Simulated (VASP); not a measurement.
A run of VASP 6.6.1 is set up as follows.

File INCAR:

```
PREC = Accurate
ENCUT = 520
EDIFF = 1E-7
ISMEAR = 0
SIGMA = 0.1
LREAL = F
LASPH = T
NELM = 150
ALGO = Normal
ISIF = 2
LWAVE = F
LCHARG = T
ISPIN = 2
MAGMOM = 0 0 0 0.65 0
LORBIT = 11
LMAXMIX = 4
GGA = PE
LELF = T
LVHAR = T
NBANDS = 42
```

KPOINTS

```
Automatic mesh
0
Gamma
  8 8 8
```

POSCAR

```
Zr3TaZn
1.0
    4.9069206362      0.0000000000      0.0000000000
    0.0000000000      4.9069206362      0.0000000000
    0.0000000000      0.0000000000      4.9069206362
Zr Ta Zn
3 1 1
Direct
    0.0000000000      0.5000000000      0.5000000000
    0.5000000000      0.0000000000      0.5000000000
    0.5000000000      0.5000000000      0.0000000000
    0.0000000000      0.0000000000      0.0000000000
    0.5000000000      0.5000000000      0.5000000000
```

Potentials or basis: VASP PAW PBE potentials, release 64 (Zr_sv, Ta_pv, Zn).

The run is started by

```console
$ cat potpaw_PBE.64/Zr_sv/POTCAR potpaw_PBE.64/Ta_pv/POTCAR potpaw_PBE.64/Zn/POTCAR > POTCAR
$ mpirun -np 1 vasp_std > vasp.out
```

Question: Estimate the pressure.

Answer: 0.1 GPa.

Question: Estimate the net moment.

Answer: 0.00 μB per cell.
